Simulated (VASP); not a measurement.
# ZrB (Cmmm) in VASP: a series of runs, part 2 of 2

VASP 6.6.1. Earlier steps stand in the parts before.

### Step 5. Single point, BLYP

Input file INCAR:

```
PREC = Accurate
ENCUT = 520
EDIFF = 1E-6
ISMEAR = -1
SIGMA = 0.05
LREAL = F
LASPH = T
NELM = 60
ALGO = Normal
ISIF = 2
LWAVE = F
LCHARG = F
GGA = B5
ALDAX = 1.0
AGGAX = 1.0
AGGAC = 1.0
ALDAC = 0.0
NBANDS = 14
```

Input file KPOINTS:

```
regular mesh
0
Gamma
  10 10 7
```

Input file POSCAR:

```
ZrB
1.0
    1.9614334600     -1.9857162700      0.0000000000
    1.9614334600      1.9857162700      0.0000000000
    0.0000000000      0.0000000000      4.0139456300
Zr B
1 1
Direct
    0.0000000000      0.0000000000      0.5000000000
    0.5000000000      0.5000000000      0.5000000000
```

Potentials or basis: VASP PAW PBE potentials, release 64 (Zr_sv, B).

Launch:

```
cat potpaw_PBE.64/Zr_sv/POTCAR potpaw_PBE.64/B/POTCAR > POTCAR
mpirun -np 1 vasp_std > vasp.out
```

OUTCAR:

```text
PREC = Accurate
   ENCUT = 520
   EDIFF = 1E-6
   ISMEAR = -1
   LREAL = F
   LASPH = T
   NELM = 60
   ISIF = 2
   GGA = B5

 ion  position               nearest neighbor table
   1  0.000  0.000  0.500-   2 1.96   2 1.96   2 1.99   2 1.99
   2  0.500  0.500  0.500-   1 1.96   1 1.96   1 1.99   1 1.99

  LATTYP: Found a base centered orthorhombic cell.
 ALAT       =     3.9228669200
 B/A-ratio  =     1.0123801345
 C/A-ratio  =     1.0232173846

  Lattice vectors:

 A1 = (   1.9614334600,  -1.9857162700,   0.0000000000)
 A2 = (   1.9614334600,   1.9857162700,   0.0000000000)
 A3 = (   0.0000000000,   0.0000000000,   4.0139456300)

Analysis of symmetry for initial positions (statically):
=====================================================================
 Subroutine PRICEL returns:
 Original cell was already a primitive cell.

 Routine SETGRP: Setting up the symmetry group for a
 base centered orthorhombic supercell.

 Subroutine GETGRP returns: Found  8 space group operations
 (whereof  8 operations were pure point group operations)
 out of a pool of  8 trial point group operations.

The static configuration has the point symmetry D_2h.

Analysis of symmetry for dynamics (positions and initial velocities):
=====================================================================
 Subroutine PRICEL returns:
 Original cell was already a primitive cell.

 Routine SETGRP: Setting up the symmetry group for a
 base centered orthorhombic supercell.

 Subroutine GETGRP returns: Found  8 space group operations
 (whereof  8 operations were pure point group operations)
 out of a pool of  8 trial point group operations.

The dynamic configuration has the point symmetry D_2h.

 Subroutine INISYM returns: Found  8 space group operations
 (whereof  8 operations are pure point group operations),
 and found     1 'primitive' translations

[... 119 lines left out ...]
   GGA     = B5    functional components
   LHFCALC =     F    Hartree Fock is set to
   AEXX    =    0.0000 exact exchange contribution
   IVDW    =     0    specifies the selected vdW correction
   LEPSILON=     F    determine dielectric tensor
   LRPA    =     F    only Hartree local field effects (RPA)
 non-spin polarized calculation
  energy-cutoff  :      520.00
  volume of cell :       31.27
 maximum number of plane-waves:       872
 NGX is ok and might be reduce to    24
   NGX = 11   NGY = 11   NGZ = 15

 number of electron      15.0000001 magnetization

 Free energy of the ion-electron system (eV)
  ---------------------------------------------------
  ext. energy  EPLUGINS =         0.00000000
  ---------------------------------------------------
  free energy    TOTEN  =        -8.05669536 eV

  energy without entropy =       -8.04617111  energy(sigma->0) =       -8.05143323

 E-fermi :   7.6576     XC(G=0):  -9.8004

 val. band max:        7.6480195910   @ k =   0.5000   0.5000   0.2857
 cond. band min:       7.6765477336   @ k =  -0.3000   0.2000   0.1429
 fundamental gap:      0.0285281426
 Fermi energy:         7.6576024814

 k-point     1 :       0.0000    0.0000    0.0000
  band No.  band energies     occupation
      1     -39.9939      2.00000
      2     -18.3159      2.00000
      3     -17.6303      2.00000
      4     -17.5339      2.00000
      5      -0.4644      2.00000
      6       5.5201      2.00000
      7       5.6384      2.00000
      8       7.8439      0.04704
      9      11.9545      0.00000
     10      12.2655      0.00000
     11      12.2713      0.00000
     12      12.3626      0.00000
     13      12.9527      0.00000
     14      19.8971      0.00000
[... 377 lines left out ...]
      1     -39.5918      2.00000
      2     -19.2109      2.00000
      3     -18.6613      2.00000
      4     -17.9330      2.00000
      5       0.8950      2.00000
      6       6.0830      2.00000
      7       6.9655      2.00000
      8       8.7230      0.00000
      9       9.1046      0.00000
     10       9.1659      0.00000
     11      13.5007      0.00000
     12      15.9604      0.00000
     13      16.9897      0.00000
     14      18.5885      0.00000

 [... further k-points ...]

------------------------ aborting loop because EDIFF is reached ----------------------------------------

  FORCE on cell =-STRESS in cart. coord.  units (eV):
  Direction    XX          YY          ZZ          XY          YZ          ZX
  --------------------------------------------------------------------------------------
  -------------------------------------------------------------------------------------
  Total       23.8472632     23.3596876      0.6142052      0.0000000      0.0000000      0.0000000
  in kB     1221.9596704   1196.9757653     31.4725405      0.0000000      0.0000000      0.0000000
  external PRESSURE =     816.8026587 kB  Pullay stress =       0.0000000 kB

 VOLUME and BASIS-vectors are now :
 -----------------------------------------------------------------------------
  energy-cutoff  :      520.00
  volume of cell :       31.27
      direct lattice vectors                 reciprocal lattice vectors
     1.961433460 -1.985716270  0.000000000     0.254915606 -0.251798310  0.000000000
     1.961433460  1.985716270  0.000000000     0.254915606  0.251798310  0.000000000
     0.000000000  0.000000000  4.013945630     0.000000000  0.000000000  0.249131426

 POSITION                                       TOTAL-FORCE (eV/Angst)
 -----------------------------------------------------------------------------------
      0.00000      0.00000      2.00697         0.000000      0.000000      0.000000
      1.96143      0.00000      2.00697         0.000000     -0.000000      0.000000
 -----------------------------------------------------------------------------------
    total drift:                               -0.000000     -0.000000     -0.000000

  FREE ENERGIE OF THE ION-ELECTRON SYSTEM (eV)
  ---------------------------------------------------
  free  energy   TOTEN  =        -8.0566953642 eV

  energy  without entropy=       -8.0461711057  energy(sigma->0) =       -8.05143323
```

stdout:

```text
POSCAR found type information on POSCAR ZrB
 POSCAR found :  2 types and       2 ions
 scaLAPACK will be used
 -----------------------------------------------------------------------------
|                                                                             |
|                                                                             |
|     You enforced a specific xc type in the INCAR file but a different       |
|     I HOPE YOU KNOW WHAT YOU ARE DOING!                                     |
|                                                                             |
 -----------------------------------------------------------------------------

 LDA part: xc-table for (Slater(with rela. corr.)+VWN5), standard interpolation
 POSCAR, INCAR and KPOINTS ok, starting setup
 FFT: planning ... GRIDC
 FFT: planning ... GRID_SOFT
 FFT: planning ... GRID
 WAVECAR not read
 entering main loop
```

Wall time 2.3 min (1 thread of AMD EPYC 7R13, shared host); peak memory 0.16 GiB.

What came out:

```
Free energy : -8.0567 eV
Pressure    : 81.7 GPa
```

Caveat: the PAW data sets were made with another functional, which shifts forces and pressure a little.

### Step 6. Summary

| level | gap on the mesh (eV) | pressure (GPa) |
| --- | --- | --- |
| RPBE | none | 79.0 |
| revPBE | none | 78.4 |
| PBEsol | none | 72.6 |
| BLYP | none | 81.7 |

Alike in all rows: task single point; potentials or basis VASP PAW PBE potentials, release 64 (Zr_sv, B); no spin polarisation; cell as given; k mesh 10 × 10 × 7; cutoff (eV) 520; smearing fermi-dirac 0.05 eV.

Every run on the cell as given and a fine mesh finds a metal. The pressure there spans 72.6 GPa (PBEsol) to 81.7 GPa (BLYP); a positive pressure means that this level wants a larger cell, a negative one a smaller.

Caveats: the PAW data sets were made with another functional, which shifts forces and pressure a little.

Absolute energies hang on the potentials; compare differences alone.
